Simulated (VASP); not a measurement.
Here is a VASP 6.6.1 calculation.

File POSCAR:

```
NaF
1.0
    0.0000000000      2.5312613630      2.5312613630
    2.5312613630      0.0000000000      2.5312613630
    2.5312613630      2.5312613630      0.0000000000
Na F
1 1
Direct
    0.0000000000      0.0000000000      0.0000000000
    0.2500000000      0.2500000000      0.2500000000
```

INCAR.step1

```
PREC = Accurate
ENCUT = 500
EDIFF = 1E-8
ISMEAR = 0
SIGMA = 0.01
LREAL = False
LASPH = True
NELM = 80
ALGO = Normal
LWAVE = True
LCHARG = False
GGA = PE
```

INCAR.step2

```
PREC = Accurate
ENCUT = 500
EDIFF = 1E-8
ISMEAR = 0
SIGMA = 0.01
LREAL = False
LASPH = True
NELM = 1
ALGO = Exact
LWAVE = True
LCHARG = False
GGA = PE
NBANDS = 185
LOPTICS = True
ISTART = 1
```

File INCAR.step3:

```
PREC = Accurate
ENCUT = 500
EDIFF = 1E-8
ISMEAR = 0
SIGMA = 0.01
LREAL = False
LASPH = True
ALGO = EVGW0
LWAVE = False
LCHARG = False
GGA = PE
NELMGW = 1
NBANDS = 185
ENCUTGW = 180.0
NOMEGA = 96
PRECFOCK = Fast
ISTART = 1
NBANDSGW = 16
OMEGAMAX = 20
```

The input KPOINTS:

```
regular mesh
0
Gamma
  6 6 6
```

Potentials or basis: VASP PAW PBE potentials, release 64 (Na_sv_GW, F_GW).

Launch:

```console
$ cat potpaw_PBE.64/Na_sv_GW/POTCAR potpaw_PBE.64/F_GW/POTCAR > POTCAR
$ cp INCAR.step1 INCAR
$ mpirun -np 1 vasp_std > vasp.out
$ cp INCAR.step2 INCAR
$ mpirun -np 1 vasp_std > vasp.out
$ cp INCAR.step3 INCAR
$ mpirun -np 1 vasp_std > vasp.out
```

Problem. Predict the quasiparticle gap.

Solution. 9.84 eV.

Problem. What does it give for the least direct quasiparticle gap?

Solution. 9.84 eV.

Problem. Predict the least direct gap of the starting levels on the mesh.

Solution. 5.63 eV.

Problem. Estimate the band gap of the starting levels on the mesh.

Solution. 5.63 eV.

Caveat: bands, screening cutoff and mesh are small and nothing is extrapolated, so the quasiparticle values aren't converged; the structure was generated, so it needn't be the stable form of NaF.
